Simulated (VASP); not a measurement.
# C (P6/mmm) in VASP: further runs

The runs below take C through single point, relaxation of cell and atoms, with r2SCAN.

All numbers are computed with VASP 6.6.1; they aren't measurements. Logs are shortened: lines on timing, memory, paths and dates and some standing lists are left out, and cuts for length are marked.

## 1. The cell of the first run

The structure is hexagonal, space group P6/mmm (No. 191). Conventional cell: a = 3.795 Å, b = 3.795 Å, c = 1.275 Å, α = 90.00°, β = 90.00°, γ = 120.00°. Within 1.7 Å of C (site symmetry 6/mmm) lie 2 C at 1.27 Å.

## 2. Single point, r2SCAN

POSCAR reads:

```
C
1.0
    3.7951313859      0.0000000000      0.0000000000
   -1.8975656930      3.2866801909      0.0000000000
    0.0000000000      0.0000000000      1.2745838463
C
1
Direct
    0.0000000000      0.0000000000      0.0000000000
```

INCAR.step1 reads:

```
  ALGO = Normal
  EDIFF = 1E-4
  ENCUT = 520
  GGA = PE
  ISMEAR = 0
  LASPH = T
  LCHARG = F
  LREAL = F
  LWAVE = T
  NBANDS = 8
  NELM = 80
  PREC = Accurate
  SIGMA = 0.1
```

INCAR.step2 reads:

```
  ALGO = Normal
  EDIFF = 1E-6
  ENCUT = 520
  ISIF = 2
  ISMEAR = 0
  ISTART = 1
  LASPH = T
  LCHARG = T
  LELF = T
  LMIXTAU = T
  LREAL = F
  LVHAR = T
  LWAVE = F
  METAGGA = R2SCAN
  NBANDS = 8
  NELM = 80
  PREC = Accurate
  SIGMA = 0.1
```

KPOINTS reads:

```
k-points
0
Gamma
  18 18 42
```

Potentials or basis: VASP PAW PBE potentials, release 64 (C).

Run with:

```sh
> cat potpaw_PBE.64/C/POTCAR > POTCAR
> cp INCAR.step1 INCAR
> mpirun -np 1 vasp_std > vasp.out
> cp INCAR.step2 INCAR
> mpirun -np 1 vasp_std > vasp.out
```

OUTCAR:

```text
EDIFF = 1E-6
   ENCUT = 520
   ISIF = 2
   ISMEAR = 0
   ISTART = 1
   LASPH = T
   LREAL = F
   METAGGA = R2SCAN
   NELM = 80
   PREC = Accurate

 ion  position               nearest neighbor table
   1  0.000  0.000  0.000-

  LATTYP: Found a hexagonal cell.
 ALAT       =     3.7951313859
 C/A-ratio  =     0.3358470937

  Lattice vectors:

 A1 = (   3.7951313859,   0.0000000000,   0.0000000000)
 A2 = (  -1.8975656930,   3.2866801909,   0.0000000000)
 A3 = (   0.0000000000,   0.0000000000,   1.2745838463)

Analysis of symmetry for initial positions (statically):
=====================================================================
 Subroutine PRICEL returns:
 Original cell was already a primitive cell.

 Routine SETGRP: Setting up the symmetry group for a
 hexagonal supercell.

 Subroutine GETGRP returns: Found 24 space group operations
 (whereof 24 operations were pure point group operations)
 out of a pool of 24 trial point group operations.

The static configuration has the point symmetry D_6h.

Analysis of symmetry for dynamics (positions and initial velocities):
=====================================================================
 Subroutine PRICEL returns:
 Original cell was already a primitive cell.

 Routine SETGRP: Setting up the symmetry group for a
 hexagonal supercell.

 Subroutine GETGRP returns: Found 24 space group operations
 (whereof 24 operations were pure point group operations)
 out of a pool of 24 trial point group operations.

The dynamic configuration has the point symmetry D_6h.

 Subroutine INISYM returns: Found 24 space group operations
 (whereof 24 operations are pure point group operations),
 and found     1 'primitive' translations

----------------------------------------------------------------------------------------

                                     Primitive cell

  volume of cell :      15.8984

  direct lattice vectors                    reciprocal lattice vectors
     3.795131386  0.000000000  0.000000000     0.263495489  0.152129191  0.000000000
    -1.897565693  3.286680191  0.000000000     0.000000000  0.304258383  0.000000000
     0.000000000  0.000000000  1.274583846     0.000000000  0.000000000  0.784569805

  length of vectors
     3.795131386  3.795131386  1.274583846     0.304258383  0.304258383  0.784569805

  position of ions in fractional coordinates (direct lattice)
     0.000000000  0.000000000  0.000000000

  ion indices of the primitive-cell ions
   primitive index   ion index
                 1           1

----------------------------------------------------------------------------------------

 KPOINTS: k-points

Automatic generation of k-mesh.
 Grid dimensions read from file:
 generate k-points for:   18   18   42

 Generating k-lattice:

  Cartesian coordinates                     Fractional coordinates (reciprocal lattice)
     0.014638638  0.008451622  0.000000000     0.055555556 -0.000000000  0.000000000
     0.000000000  0.016903243  0.000000000     0.000000000  0.055555556  0.000000000
     0.000000000  0.000000000  0.018680233     0.000000000  0.000000000  0.023809524

  Length of vectors
     0.016903243  0.016903243  0.018680233

  Shift w.r.t. Gamma in fractional coordinates (k-lattice)
     0.000000000  0.000000000  0.000000000

 Subroutine IBZKPT returns following result:
 ===========================================

 Found    814 irreducible k-points:

 Following reciprocal coordinates:
            Coordinates               Weight
  0.000000  0.000000  0.000000      1.000000
  0.055556 -0.000000  0.000000      6.000000
  0.111111 -0.000000  0.000000      6.000000
  0.166667  0.000000  0.000000      6.000000
  0.222222  0.000000  0.000000      6.000000
  0.277778  0.000000  0.000000      6.000000
[... 16 lines left out ...]
  0.333333  0.111111  0.000000     12.000000
  0.388889  0.111111  0.000000     12.000000
 [... further k-points ...]
   k-points           NKPTS =    814   k-points in BZ     NKDIM =    814   number of bands    NBANDS=      8
[... 41 lines left out ...]

  energy without entropy =       -8.91002689  energy(sigma->0) =       -8.91051165

 E-fermi :  -0.2614     XC(G=0):  -8.1013

 val. band max:       -0.2657550637   @ k =   0.5000  -0.0000   0.2619
 cond. band min:      -0.2594546620   @ k =   0.0000   0.0000   0.2381
 fundamental gap:      0.0063004017
 Fermi energy:        -0.2613847212

 k-point     1 :       0.0000    0.0000    0.0000
  band No.  band energies     occupation
      1     -17.8709      2.00000
      2      -5.4194      2.00000
      3      -5.4194      2.00000
      4       4.4334      0.00000
      5      11.8000      0.00000
      6      11.8000      0.00000
      7      14.4234      0.00000
      8      25.4159      0.00000

 k-point     2 :       0.0556   -0.0000    0.0000
  band No.  band energies     occupation
      1     -17.8650      2.00000
      2      -5.4591      2.00000
      3      -5.4270      2.00000
      4       4.5194      0.00000
      5      11.4662      0.00000
      6      11.8781      0.00000
      7      14.8807      0.00000
      8      25.0580      0.00000

 k-point     3 :       0.1111   -0.0000    0.0000
  band No.  band energies     occupation
      1     -17.8481      2.00000
      2      -5.5709      2.00000
      3      -5.4490      2.00000
      4       4.7675      0.00000
      5      10.8149      0.00000
      6      12.1108      0.00000
      7      15.9027      0.00000
      8      24.1469      0.00000

 k-point     4 :       0.1667    0.0000    0.0000
  band No.  band energies     occupation
      1     -17.8219      2.00000
      2      -5.7364      2.00000
      3      -5.4822      2.00000
      4       5.1493      0.00000
      5      10.1602      0.00000
      6      12.4931      0.00000
      7      17.1743      0.00000
      8      22.9628      0.00000

 k-point     5 :       0.2222    0.0000    0.0000
  band No.  band energies     occupation
      1     -17.7894      2.00000
      2      -5.9307      2.00000
      3      -5.5224      2.00000
      4       5.6192      0.00000
      5       9.6051      0.00000
      6      13.0167      0.00000
      7      18.5776      0.00000
      8      21.7237      0.00000
[... 177 lines left out ...]
 k-point    22 :       0.2778    0.1111    0.0000
  band No.  band energies     occupation
      1     -17.7119      2.00000
      2      -6.2997      2.00000
      3      -5.6787      2.00000
      4       6.7910      0.00000
      5       8.8387      0.00000
      6      14.4607      0.00000
      7      18.7567      0.00000
      8      21.6386      0.00000

 k-point    23 :       0.3333    0.1111    0.0000
  band No.  band energies     occupation
      1     -17.6860      2.00000
      2      -6.4214      2.00000
      3      -5.7215      2.00000
      4       7.0850      0.00000
      5       8.8546      0.00000
      6      14.9896      0.00000
      7      18.1407      0.00000
      8      20.7878      0.00000

 k-point    24 :       0.3889    0.1111    0.0000
  band No.  band energies     occupation
      1     -17.6688      2.00000
      2      -6.4994      2.00000
      3      -5.7492      2.00000
      4       7.2001      0.00000
      5       9.0059      0.00000
      6      15.2158      0.00000
      7      18.1736      0.00000
      8      19.7588      0.00000

 [... further k-points ...]
[... 5 lines left out ...]
  --------------------------------------------------------------------------------------
  -------------------------------------------------------------------------------------
  Total       -0.0050014     -0.0050014      0.0000940      0.0000000     -0.0000000      0.0000000
  in kB       -0.5040210     -0.5040210      0.0094727      0.0000000     -0.0000000      0.0000000
  external PRESSURE =      -0.3328564 kB  Pullay stress =       0.0000000 kB

 VOLUME and BASIS-vectors are now :
 -----------------------------------------------------------------------------
  energy-cutoff  :      520.00
  volume of cell :       15.90
      direct lattice vectors                 reciprocal lattice vectors
     3.795131386  0.000000000  0.000000000     0.263495489  0.152129191  0.000000000
    -1.897565693  3.286680191  0.000000000     0.000000000  0.304258383  0.000000000
     0.000000000  0.000000000  1.274583846     0.000000000  0.000000000  0.784569805

 POSITION                                       TOTAL-FORCE (eV/Angst)
 -----------------------------------------------------------------------------------
      0.00000      0.00000      0.00000         0.000000      0.000000      0.000000
 -----------------------------------------------------------------------------------
    total drift:                               -0.000000      0.000000     -0.000000

  FREE ENERGIE OF THE ION-ELECTRON SYSTEM (eV)
  ---------------------------------------------------
  free  energy   TOTEN  =        -8.9109964149 eV

  energy  without entropy=       -8.9100268909  energy(sigma->0) =       -8.91051165
```

Run time: 1.9 min. Hardware: 1 thread of Intel Xeon 6975P-C (Granite Rapids), shared host; peak memory 0.19 GiB.

What came out:

```yaml
Free_energy: -8.9110 eV
Pressure: 0.0 GPa
Band_gap_on_the_k_mesh: zero (bands 2 and 3 overlap by 15.70 eV)
```

Levels at points of the mesh, in eV from the Fermi level:
| k point | band 1 | band 2 | band 3 | band 4 | band 5 | band 6 |
| --- | --- | --- | --- | --- | --- | --- |
| (0.00, 0.00, 0.00) | -17.61 | -5.16 | -5.16 | 4.69 | 12.06 | 12.06 |
| (0.50, 0.00, 0.00) | -17.41 | -6.31 | -5.40 | 7.19 | 9.46 | 16.84 |
| (0.00, 0.00, 0.50) | -9.60 | 8.97 | 12.46 | 12.46 | 25.63 | 25.84 |
| (0.50, 0.00, 0.50) | -9.59 | 9.31 | 12.03 | 12.37 | 22.57 | 25.13 |

Caveat: the PAW data sets were made with another functional, which shifts forces and pressure a little.

## 3. Relaxation of cell and atoms, r2SCAN

This run uses another cell than the first one: it holds 3 atoms, not 1.

POSCAR reads:

```
C
1.0
    5.6283333766      0.0000000000      0.0000000000
   -2.8141666883      4.8742796851      0.0000000000
    0.0000000000      0.0000000000      1.2783305284
C
3
Direct
    0.0000000000      0.0000000000      0.0000000000
    0.3333333333      0.6666666667      0.5000000000
    0.6666666667      0.3333333333      0.5000000000
```

INCAR.step1 reads:

```
SYSTEM = C
ALGO     = Normal         ! electronic algorithm
EDIFF    = 1E-4           ! SCF threshold, eV
ENCUT    = 600            ! plane-wave cutoff, eV
GGA      = PE             ! functional
ISMEAR   = 0              ! smearing method
LASPH    = .TRUE.         ! aspherical terms in the spheres
LCHARG   = .FALSE.        ! write CHGCAR
LREAL    = .FALSE.        ! projectors in reciprocal space
LWAVE    = .TRUE.         ! write WAVECAR
NELM     = 100            ! most SCF steps
PREC     = Accurate       ! precision mode
SIGMA    = 0.1            ! smearing width, eV
```

INCAR.step2 reads:

```
SYSTEM = C
ALGO     = Normal         ! electronic algorithm
EDIFF    = 1E-6           ! SCF threshold, eV
EDIFFG   = -0.04          ! ionic threshold
ENCUT    = 600            ! plane-wave cutoff, eV
IBRION   = 2              ! ionic algorithm
ISIF     = 3              ! what is computed and relaxed
ISMEAR   = 0              ! smearing method
ISTART   = 1            
LASPH    = .TRUE.         ! aspherical terms in the spheres
LCHARG   = .FALSE.        ! write CHGCAR
LMIXTAU  = .TRUE.       
LREAL    = .FALSE.        ! projectors in reciprocal space
LWAVE    = .FALSE.        ! write WAVECAR
METAGGA  = R2SCAN         ! meta-GGA
NELM     = 100            ! most SCF steps
NSW      = 90             ! ionic steps
PREC     = Accurate       ! precision mode
SIGMA    = 0.1            ! smearing width, eV
```

KPOINTS reads:

```
k-points
0
G
  6 6 12
  0 0 0
```

Potentials or basis: VASP PAW PBE potentials, release 64 (C).

Run with:

```sh
> cat potpaw_PBE.64/C/POTCAR > POTCAR
> cp INCAR.step1 INCAR
> mpirun -np 1 vasp_std > vasp.out
> cp INCAR.step2 INCAR
> mpirun -np 1 vasp_std > vasp.out
```

Run time: 40 s. Hardware: 1 thread of Intel Xeon 6975P-C (Granite Rapids), shared host; peak memory 0.16 GiB.

Results (log left out):

```
Free energy                           : -26.5940 eV
Relaxed volume                        : 11.64 Å³/atom
Relaxed cell                          : a = 5.616 Å, b = 5.616 Å, c = 1.278 Å, α = 90.00°, β = 90.00°, γ = 120.00°
Space group after relaxing (to 0.1 Å) : P6/mmm (No. 191)
Energy gained by relaxing             : 0.2 meV/atom
Ionic steps                           : 2
Pressure after relaxing               : -0.4 GPa
Band gap on the k mesh                : zero (bands 6 and 7 overlap by 15.76 eV)
```

Stress tensor (GPa, compression positive):
```
-0.51  0.00  0.00
 0.00 -0.51  0.00
 0.00  0.00 -0.11
```

The path:
| step | energy change (eV) | largest force (eV/Å) | pressure (GPa) | volume (Å³) |
| --- | --- | --- | --- | --- |
| 1 | 0.0000 | 0.0000 | -0.43 | 35.07 |
| 2 | -0.0006 | 0.0000 | -0.37 | 34.91 |

Final structure:
```xyz
3
Lattice="5.6155 0.0000 0.0000 -2.8078 4.8632 0.0000 0.0000 0.0000 1.2783" Properties=species:S:1:pos:R:3 pbc="T T T"
C     5.6155    0.0000    0.0000
C     0.0000    3.2421    0.6392
C     2.8078    1.6211    0.6392
```

Levels at points of the mesh, in eV from the Fermi level:
| k point | band 3 | band 4 | band 5 | band 6 | band 7 | band 8 | band 9 | band 10 |
| --- | --- | --- | --- | --- | --- | --- | --- | --- |
| (0.00, 0.00, 0.00) | -17.39 | -6.54 | -6.54 | -6.54 | -6.54 | -4.56 | -4.56 | 6.14 |
| (0.50, 0.00, 0.00) | -17.49 | -7.31 | -6.23 | -6.23 | -5.14 | -5.11 | -5.11 | 8.07 |
| (0.00, 0.00, 0.50) | -9.77 | 8.34 | 8.76 | 9.22 | 11.56 | 11.56 | 11.83 | 11.83 |
| (0.50, 0.00, 0.50) | -9.80 | 8.58 | 8.75 | 8.88 | 11.47 | 11.74 | 11.82 | 11.84 |

Caveat: the k points lie up to 0.41 Å⁻¹ apart in the final cell, too coarse for converged energies and pressures of a metal; the PAW data sets were made with another functional, which shifts forces and pressure a little.

## 4. Single point, r2SCAN

This run uses another cell than the first one: it holds 3 atoms, not 1.

POSCAR reads:

```
C
1.0
    6.1908508508      0.0000000000      0.0000000000
   -3.0954254254      5.3614341078      0.0000000000
    0.0000000000      0.0000000000      1.2749232123
C
3
Direct
    0.0000000000      0.0000000000      0.0000000000
    0.3333333333      0.6666666667      0.5000000000
    0.6666666667      0.3333333333      0.5000000000
```

INCAR.step1 reads:

```
SYSTEM = C
PREC     = Accurate       ! precision mode
ENCUT    = 520            ! plane-wave cutoff, eV
ISMEAR   = 0              ! smearing method
SIGMA    = 0.1            ! smearing width, eV
LREAL    = .FALSE.        ! projectors in reciprocal space
LASPH    = .TRUE.         ! aspherical terms in the spheres
NELM     = 100            ! most SCF steps
NBANDS   = 13             ! bands
GGA      = PE             ! functional
ALGO     = Normal         ! electronic algorithm
EDIFF    = 1E-4           ! SCF threshold, eV
LWAVE    = .TRUE.         ! write WAVECAR
LCHARG   = .FALSE.        ! write CHGCAR
```

INCAR.step2 reads:

```
SYSTEM = C
PREC     = Accurate       ! precision mode
ENCUT    = 520            ! plane-wave cutoff, eV
EDIFF    = 1E-7           ! SCF threshold, eV
ISMEAR   = 0              ! smearing method
SIGMA    = 0.1            ! smearing width, eV
LREAL    = .FALSE.        ! projectors in reciprocal space
LASPH    = .TRUE.         ! aspherical terms in the spheres
NELM     = 100            ! most SCF steps
ALGO     = Normal         ! electronic algorithm
ISIF     = 2              ! what is computed and relaxed
LWAVE    = .FALSE.        ! write WAVECAR
LCHARG   = .FALSE.        ! write CHGCAR
METAGGA  = R2SCAN         ! meta-GGA
LMIXTAU  = .TRUE.       
NBANDS   = 13             ! bands
ISTART   = 1
```

KPOINTS reads:

```
regular mesh
0
G
  9 9 36
  0 0 0
```

Run with:

```sh
> cat potpaw_PBE.64/C/POTCAR > POTCAR
> cp INCAR.step1 INCAR
> mpirun -np 1 vasp_std > vasp.out
> cp INCAR.step2 INCAR
> mpirun -np 1 vasp_std > vasp.out
```

Run time: 2.1 min. Hardware: 1 thread of Intel Xeon 6975P-C (Granite Rapids), shared host; peak memory 0.22 GiB.

Results (log left out):

```yaml
Free_energy: -26.7532 eV
Pressure: 0.0 GPa
Band_gap_on_the_k_mesh: zero (bands 6 and 7 overlap by 16.00 eV)
```

Stress tensor (GPa, compression positive):
```
-0.02  0.00  0.00
 0.00 -0.02  0.00
 0.00  0.00  0.08
```

Levels at points of the mesh, in eV from the Fermi level:
| k point | band 3 | band 4 | band 5 | band 6 | band 7 | band 8 | band 9 | band 10 |
| --- | --- | --- | --- | --- | --- | --- | --- | --- |
| (0.00, 0.00, 0.00) | -17.43 | -6.18 | -6.18 | -6.18 | -6.18 | -5.02 | -5.02 | 5.06 |
| (0.00, 0.00, 0.50) | -9.68 | 8.88 | 9.08 | 9.30 | 11.98 | 11.98 | 12.12 | 12.12 |

Caveat: the PAW data sets were made with another functional, which shifts forces and pressure a little.

## 5. Single point, r2SCAN

This run uses another cell than the first one: it holds 3 atoms, not 1.

POSCAR reads:

```
C
1.0
    6.6685055160      0.0000000000      0.0000000000
   -3.3342527580      5.7750951822      0.0000000000
    0.0000000000      0.0000000000      1.2743705188
C
3
Direct
    0.0000000000      0.0000000000      0.0000000000
    0.3333333333      0.6666666667      0.5000000000
    0.6666666667      0.3333333333      0.5000000000
```

INCAR.step1 reads:

```
SYSTEM = C
ALGO = Normal
EDIFF = 1E-4
ENCUT = 520
GGA = PE
ISMEAR = 0
LASPH = .TRUE.
LCHARG = .FALSE.
LREAL = .FALSE.
LWAVE = .TRUE.
NBANDS = 13
NELM = 80
PREC = Accurate
SIGMA = 0.1
```

INCAR.step2 reads:

```
SYSTEM = C
ALGO = Normal
EDIFF = 1E-6
ENCUT = 520
ISIF = 2
ISMEAR = 0
ISTART = 1
LASPH = .TRUE.
LCHARG = .FALSE.
LMIXTAU = .TRUE.
LREAL = .FALSE.
LWAVE = .FALSE.
METAGGA = R2SCAN
NBANDS = 13
NELM = 80
PREC = Accurate
SIGMA = 0.1
```

KPOINTS reads:

```
k-points
0
G
  9 9 34
  0 0 0
```

Run with:

```sh
> cat potpaw_PBE.64/C/POTCAR > POTCAR
> cp INCAR.step1 INCAR
> mpirun -np 1 vasp_std > vasp.out
> cp INCAR.step2 INCAR
> mpirun -np 1 vasp_std > vasp.out
```

It took 3.5 min on 1 thread of Intel Xeon 6975P-C (Granite Rapids), shared host; peak memory 0.24 GiB.

It converged, with:

- Free energy: -26.7458 eV
- Pressure: 0.0 GPa
- Band gap on the k mesh: zero (bands 6 and 7 overlap by 15.86 eV)

Stress tensor (GPa, compression positive):
```
-0.06  0.00  0.00
 0.00 -0.06  0.00
 0.00  0.00  0.02
```

Levels at points of the mesh, in eV from the Fermi level:
```csv
k point,band 2,band 3,band 4,band 5,band 6,band 7,band 8,band 9,band 10,band 11
"(0.00, 0.00, 0.00)",-17.40,-17.40,-5.95,-5.95,-5.95,-5.95,-5.22,-5.22,4.60,8.63
"(0.00, 0.00, 0.50)",-9.60,-9.60,9.11,9.23,9.34,12.18,12.18,12.26,12.26,12.35
```

Caveat: the PAW data sets were made with another functional, which shifts forces and pressure a little.

## 6. Overview

```csv
task,cell,k mesh,cutoff (eV),gap on the mesh (eV),pressure (GPa)
single point,"a = 3.795, b = 3.795, c = 1.275 Å, angles 90.0, 90.0, 120.0°, 1 atom, atomic positions A",18 × 18 × 42,520,none,0.0
relaxation of cell and atoms,"relaxed from a = 5.628, b = 5.628, c = 1.278 Å, angles 90.0, 90.0, 120.0°, 3 atoms, atomic positions B",6 × 6 × 12,600,none,-0.4
single point,"a = 6.191, b = 6.191, c = 1.275 Å, angles 90.0, 90.0, 120.0°, 3 atoms, atomic positions B",9 × 9 × 36,520,none,0.0
single point,"a = 6.669, b = 6.669, c = 1.274 Å, angles 90.0, 90.0, 120.0°, 3 atoms, atomic positions B",9 × 9 × 34,520,none,0.0
```

Alike in all rows: level r2SCAN; potentials or basis VASP PAW PBE potentials, release 64 (C); no spin polarisation; smearing gaussian 0.1 eV.

Caveats: some runs use coarse meshes; the PAW data sets were made with another functional, which shifts forces and pressure a little.

Absolute energies hang on the potentials; compare differences alone.
